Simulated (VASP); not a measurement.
# KF (a cell with a defect) in VASP: single point with PBEsol

Aim: the single point of KF (a cell with a defect) with PBEsol.

Everything below comes from runs of VASP 6.6.1. Logs are shortened: lines on timing, memory, paths and dates and some standing lists are left out, and cuts for length are marked.

## Step 1: The cell of the first run

The cell holds a defect, 64 atoms: a = 10.612 Å, b = 10.612 Å, c = 10.612 Å, α = 90.00°, β = 90.00°, γ = 90.00°.

## Step 2: Single point, PBEsol

INCAR reads:

```
PREC = Accurate
ENCUT = 520
EDIFF = 1E-6
ISMEAR = -1
SIGMA = 0.05
LREAL = Auto
LASPH = T
NELM = 120
ALGO = Normal
ISIF = 2
LWAVE = F
LCHARG = T
GGA = PS
LELF = T
LVHAR = T
ISYM = -1
NBANDS = 294
GGA_COMPAT = F
```

KPOINTS reads:

```
explicit points
1
Reciprocal
  0.25000000   0.25000000   0.25000000 1
```

POSCAR reads:

```
KF
1.0
   10.6119280000      0.0000000000      0.0000000000
    0.0000000000     10.6119280000      0.0000000000
    0.0000000000      0.0000000000     10.6119280000
F K
32 32
Direct
    0.2750600000      0.0125230000      0.9878790000
    0.2535390000      0.9718640000      0.5149520000
    0.2534080000      0.4848180000      0.0286150000
    0.7342800000      0.0064110000      0.9938520000
    0.7498750000      0.0045510000      0.4983100000
    0.7498450000      0.5019830000      0.9958290000
    0.7466390000      0.4997930000      0.5005260000
    0.9924930000      0.2553990000      0.9956390000
    0.0267530000      0.2828040000      0.5122590000
    0.0289110000      0.6802750000      0.9376380000
    0.0059430000      0.7417720000      0.4969590000
    0.5036610000      0.2597510000      0.9934120000
    0.4341720000      0.2801960000      0.4960950000
    0.4716570000      0.7476880000      0.9931820000
    0.5026940000      0.7481030000      0.4937100000
    0.0289940000      0.0629570000      0.3201020000
    0.9926040000      0.0044630000      0.7449020000
    0.0060320000      0.5033300000      0.2586950000
    0.0269180000      0.4882890000      0.7178370000
    0.4722420000      0.0068910000      0.2523930000
    0.5037320000      0.0067660000      0.7404070000
    0.5027190000      0.5065270000      0.2522010000
    0.4341170000      0.5043180000      0.7203660000
    0.0096950000      0.8976890000      0.1028490000
    0.2504980000      0.2635130000      0.2327940000
    0.2461620000      0.2450960000      0.7548090000
    0.2530990000      0.7414830000      0.2586940000
    0.2504170000      0.7676250000      0.7362870000
    0.7526600000      0.2587550000      0.2491680000
    0.7455450000      0.2628020000      0.7374100000
    0.7593690000      0.7528900000      0.2473250000
    0.7526580000      0.7510010000      0.7415200000
    0.2424550000      0.4001420000      0.6008320000
    0.9942680000      0.9799740000      0.5198520000
    0.9942480000      0.4803730000      0.0203670000
    0.9734560000      0.5092190000      0.4912500000
    0.5032260000      0.9998440000      0.0003320000
    0.4995410000      0.0011120000      0.4937660000
    0.4995080000      0.5063030000      0.9992020000
    0.5193060000      0.5065490000      0.4937940000
    0.2456760000      0.2442530000      0.9951640000
    0.2208530000      0.1761510000      0.4397300000
    0.2202090000      0.7872300000      0.0110770000
    0.2604050000      0.7513580000      0.4985950000
    0.7489060000      0.2460680000      0.9937770000
    0.7777740000      0.2449550000      0.4927980000
    0.8177790000      0.7818170000      0.9970120000
    0.7449520000      0.7605260000      0.4933000000
    0.2205210000      0.9896680000      0.2135300000
    0.2457430000      0.0050030000      0.7559850000
    0.2604630000      0.5013930000      0.2490700000
    0.2210000000      0.5612590000      0.8247030000
    0.8176920000      0.0034160000      0.2186590000
    0.7489630000      0.0064310000      0.7542070000
    0.7449710000      0.5069030000      0.2398390000
    0.7778410000      0.5073710000      0.7554470000
    0.0010610000      0.2665690000      0.2323070000
    0.9990760000      0.2398590000      0.7603240000
    0.0078400000      0.7404800000      0.2596960000
    0.0010300000      0.7678360000      0.7338220000
    0.4982360000      0.2483240000      0.2413220000
    0.4938750000      0.2525710000      0.7475680000
    0.5040190000      0.7641000000      0.2360380000
    0.4982440000      0.7589570000      0.7518500000
```

Potentials or basis: VASP PAW PBE potentials, release 64 (F, K_sv).

On the command line:

```sh
$ cat potpaw_PBE.64/F/POTCAR potpaw_PBE.64/K_sv/POTCAR > POTCAR
$ mpirun -np 1 vasp_std > vasp.out
```

OUTCAR:

```text
PREC = Accurate
   ENCUT = 520
   EDIFF = 1E-6
   ISMEAR = -1
   LREAL = Auto
   LASPH = T
   NELM = 120
   ISIF = 2
   GGA = PS
   ISYM = -1

 ion  position               nearest neighbor table
   1  0.275  0.013  0.988-  37 2.43  43 2.47  49 2.48  41 2.48  50 2.48
   2  0.254  0.972  0.515-  42 2.34  44 2.35  50 2.58  38 2.64  34 2.75
   3  0.253  0.485  0.029-  52 2.34  51 2.35  41 2.58  39 2.64  35 2.75
   4  0.734  0.006  0.994-  37 2.45  47 2.54  53 2.54  54 2.55  45 2.55
   5  0.750  0.005  0.498-  46 2.57  48 2.59  34 2.62  38 2.66  54 2.72
   6  0.750  0.502  0.996-  56 2.57  55 2.59  35 2.62  39 2.66  45 2.72
   7  0.747  0.500  0.501-  36 2.41  40 2.41  46 2.73  56 2.73  55 2.77  48 2.77
   8  0.992  0.255  0.996-  35 2.40  58 2.50  57 2.52  45 2.59  41 2.69
   9  0.027  0.283  0.512-  42 2.47  36 2.48  46 2.68  58 2.69  33 2.77
  10  0.029  0.680  0.938-  35 2.33  60 2.37  43 2.45  47 2.56  52 2.68
  11  0.006  0.742  0.497-  36 2.49  59 2.52  60 2.53  34 2.54  44 2.70  48 2.78
  12  0.504  0.260  0.993-  45 2.61  62 2.61  39 2.62  61 2.63  41 2.74  37 2.76
  13  0.434  0.280  0.496-  40 2.57  42 2.59  33 2.64  62 2.76  61 2.81
  14  0.472  0.748  0.993-  64 2.58  39 2.58  63 2.61  37 2.70  43 2.71
  15  0.503  0.748  0.494-  40 2.57  44 2.57  48 2.57  38 2.69  63 2.74  64 2.74
  16  0.029  0.063  0.320-  34 2.32  57 2.37  49 2.45  53 2.57  42 2.68
  17  0.993  0.004  0.745-  34 2.40  58 2.50  60 2.52  54 2.59  50 2.69
[... 11 lines left out ...]
  29  0.753  0.259  0.249-  46 2.60  55 2.64  57 2.64  61 2.70  45 2.71  53 2.81
  30  0.746  0.263  0.737-  56 2.62  46 2.63  62 2.68  58 2.71  45 2.73  54 2.73
  31  0.759  0.753  0.247-  48 2.62  55 2.62  59 2.64  63 2.72  47 2.74  53 2.75
  32  0.753  0.751  0.742-  56 2.60  48 2.64  60 2.64  64 2.70  54 2.71  47 2.82
  33  0.242  0.400  0.601-  26 2.32  23 2.64  13 2.64  19 2.77   9 2.77  52 2.94  42 2.94  36 3.29
                            40 3.35  62 3.46  58 3.53
  34  0.994  0.980  0.520-  16 2.32  17 2.40  11 2.54   5 2.62   2 2.75  60 3.20  42 3.29  48 3.54
                            54 3.61  46 3.64  50 3.67  53 3.71  44 3.73  59 3.76  58 3.76
  35  0.994  0.480  0.020-  10 2.33   8 2.40  18 2.54   6 2.62   3 2.75  57 3.20  52 3.29  55 3.54
                            45 3.61  56 3.64  41 3.67  47 3.72  51 3.73  59 3.75  58 3.76
  36  0.973  0.509  0.491-   7 2.41   9 2.48  19 2.48  11 2.49  18 2.49  33 3.29  56 3.49  46 3.49
                            59 3.49  48 3.60  55 3.61  60 3.77  57 3.78
  37  0.503  1.000  0.000-   1 2.43   4 2.45  20 2.70  14 2.70  12 2.76  21 2.76  63 3.54  64 3.67
                            61 3.67  54 3.69  45 3.69  43 3.76  49 3.76  50 3.77  41 3.77  62 3.79
  38  0.500  0.001  0.494-  20 2.58  21 2.62   2 2.64   5 2.66  15 2.69  42 3.54  48 3.65  44 3.67
                            63 3.72  61 3.75  64 3.76  62 3.79
  39  0.500  0.506  0.999-  14 2.58  12 2.62   3 2.64   6 2.66  22 2.69  52 3.54  55 3.65  51 3.67
                            63 3.72  64 3.75  61 3.75  62 3.79
  40  0.519  0.507  0.494-   7 2.41  13 2.57  23 2.57  15 2.57  22 2.57  33 3.35  55 3.61  48 3.61
                            51 3.78  44 3.78
  41  0.246  0.244  0.995-   1 2.48  25 2.53  26 2.55   3 2.58   8 2.69  12 2.74  49 3.57  50 3.59
                            58 3.61  57 3.62  35 3.67  62 3.72  61 3.74  37 3.77
[... 244 lines left out ...]
   IMIX   =      4    mixing-type and parameters
     AMIX     =   0.40;   BMIX     =  1.00
     AMIX_MAG =   1.60;   BMIX_MAG =  1.00
  volume/ion in A,a.u.               =      18.67       126.01
  Fermi-wavevector in a.u.,A,eV,Ry     =   1.234157  2.332219 20.723636  1.523144
  Thomas-Fermi vector in A             =   2.368859
   LORBIT       =      0    0 simple, 1 ext, 2 COOP (PROOUT), +10 PAW based schemes
   GGA     = PS    functional components
   LHFCALC =     F    Hartree Fock is set to
   AEXX    =    0.0000 exact exchange contribution
   IVDW    =     0    specifies the selected vdW correction
   LEPSILON=     F    determine dielectric tensor
   LRPA    =     F    only Hartree local field effects (RPA)
 non-spin polarized calculation
  energy-cutoff  :      520.00
  volume of cell :     1195.04
 maximum number of plane-waves:     32186
 NGX is ok and might be reduce to    80
   NGX = 39   NGY = 39   NGZ = 39

 number of electron     512.0000059 magnetization

 Free energy of the ion-electron system (eV)
  ---------------------------------------------------
  ext. energy  EPLUGINS =         0.00000000
  ---------------------------------------------------
  free energy    TOTEN  =      -266.75468218 eV

  energy without entropy =     -266.75468218  energy(sigma->0) =     -266.75468218

 E-fermi :  -0.2895     XC(G=0):  -8.6668

 val. band max:       -1.6177433215   @ k =   0.2500   0.2500   0.2500
 cond. band min:       2.8491016366   @ k =   0.2500   0.2500   0.2500
 fundamental gap:      4.4668449581
 Fermi energy:        -0.2895267910

 k-point     1 :       0.2500    0.2500    0.2500
  band No.  band energies     occupation
      1     -30.0918      2.00000
      2     -29.1435      2.00000
      3     -29.1296      2.00000
      4     -29.0029      2.00000
      5     -28.9224      2.00000
      6     -28.9122      2.00000
[... 260 lines left out ...]
    267       5.6325      0.00000
    268       5.6721      0.00000
 [bands above 268 left out]

------------------------ aborting loop because EDIFF is reached ----------------------------------------

  FORCE on cell =-STRESS in cart. coord.  units (eV):
  Direction    XX          YY          ZZ          XY          YZ          ZX
  --------------------------------------------------------------------------------------
  -------------------------------------------------------------------------------------
  Total        4.8740451     19.4689473     19.3704949      0.1208003     -1.5321292     -0.1384458
  in kB        6.5345734     26.1017826     25.9697886      0.1619555     -2.0541071     -0.1856126
  external PRESSURE =      19.5353815 kB  Pullay stress =       0.0000000 kB

 VOLUME and BASIS-vectors are now :
 -----------------------------------------------------------------------------
  energy-cutoff  :      520.00
  volume of cell :     1195.04
      direct lattice vectors                 reciprocal lattice vectors
    10.611928000  0.000000000  0.000000000     0.094233583  0.000000000  0.000000000
     0.000000000 10.611928000  0.000000000     0.000000000  0.094233583  0.000000000
     0.000000000  0.000000000 10.611928000     0.000000000  0.000000000  0.094233583

 POSITION                                       TOTAL-FORCE (eV/Angst)
 -----------------------------------------------------------------------------------
      2.91892      0.13289     10.48330        -0.010954     -0.000274     -0.003979
      2.69054     10.31335      5.46463         0.000368     -0.008204      0.009105
      2.68915      5.14485      0.30366         0.002809     -0.007092      0.004095
      7.79213      0.06803     10.54669         0.011840      0.004261     -0.002436
      7.95762      0.04829      5.28803         0.002467     -0.000370     -0.008705
      7.95730      5.32701     10.56767         0.003310      0.008624      0.001442
[... 56 lines left out ...]
      5.34861      8.10857      2.50482         0.008626      0.000253     -0.001022
      5.28733      8.05400      7.97858         0.003724     -0.009369      0.001091
 -----------------------------------------------------------------------------------
    total drift:                               -0.042977      0.004105     -0.000055

  FREE ENERGIE OF THE ION-ELECTRON SYSTEM (eV)
  ---------------------------------------------------
  free  energy   TOTEN  =      -266.7546821751 eV

  energy  without entropy=     -266.7546821751  energy(sigma->0) =     -266.75468218
```

It took 18 min on 1 thread of AMD EPYC 7R43 (Zen 3), shared host; peak memory 0.99 GiB.

What came out:

```yaml
Free_energy: -266.7547 eV
Pressure: 2.0 GPa
Largest_force: 0.043 eV/Å
Band_gap_on_the_k_mesh: 4.47 eV
```

Forces on the atoms (eV/Å):
```
F   -0.011  0.000 -0.004
F    0.000 -0.008  0.009
F    0.003 -0.007  0.004
F    0.012  0.004 -0.002
F    0.002  0.000 -0.009
F    0.003  0.009  0.001
F    0.003 -0.001  0.001
F    0.005 -0.034 -0.006
F    0.003 -0.008  0.001
F    0.002  0.013  0.009
F    0.000  0.000 -0.009
F   -0.007 -0.002 -0.001
F    0.009 -0.013  0.000
F    0.009  0.001 -0.002
F    0.003  0.008  0.001
F   -0.002 -0.008 -0.009
F    0.003  0.007  0.034
F    0.002  0.006 -0.001
F    0.004 -0.001  0.010
F    0.007  0.003  0.000
F   -0.007  0.002  0.002
F    0.003 -0.001 -0.007
F    0.011 -0.004  0.012
F   -0.001  0.029 -0.028
F    0.003 -0.006 -0.018
F   -0.004 -0.008  0.009
F    0.012  0.001 -0.004
F    0.004  0.018  0.008
F   -0.004 -0.004 -0.003
F   -0.002  0.000  0.001
F   -0.003  0.005 -0.006
F   -0.003  0.004  0.002
K   -0.003  0.028 -0.027
K   -0.002  0.000  0.007
K   -0.002 -0.005 -0.002
K    0.005  0.002 -0.001
K    0.005 -0.001  0.000
K    0.001  0.009 -0.002
K    0.001  0.005 -0.009
K   -0.006  0.008 -0.002
K   -0.004  0.002 -0.005
K   -0.003  0.011  0.008
K    0.007 -0.008 -0.005
K   -0.007 -0.040 -0.007
K   -0.003 -0.004 -0.001
K   -0.008 -0.001  0.000
K   -0.012 -0.013  0.000
K    0.004 -0.006  0.000
K    0.006  0.003  0.008
K   -0.005  0.004 -0.003
K   -0.007  0.010  0.041
K   -0.002 -0.008 -0.007
K   -0.014 -0.004  0.009
K    0.000  0.002  0.000
K    0.006 -0.001  0.003
K   -0.010  0.004  0.002
K   -0.002  0.009  0.003
K   -0.018  0.006 -0.006
K   -0.005 -0.013  0.015
K   -0.003 -0.002 -0.013
K    0.002 -0.001  0.006
K    0.007  0.007 -0.007
K    0.009  0.000 -0.001
K    0.004 -0.009  0.001
```

Levels at points of the mesh, in eV from the valence-band top:
```csv
k point,band 254,band 255,band 256,band 257,band 258,band 259
"(0.25, 0.25, 0.25)",-0.33,-0.08,0.00,4.47,5.45,5.99
```

Caveat: the PAW data sets were made with another functional, which shifts forces and pressure a little.
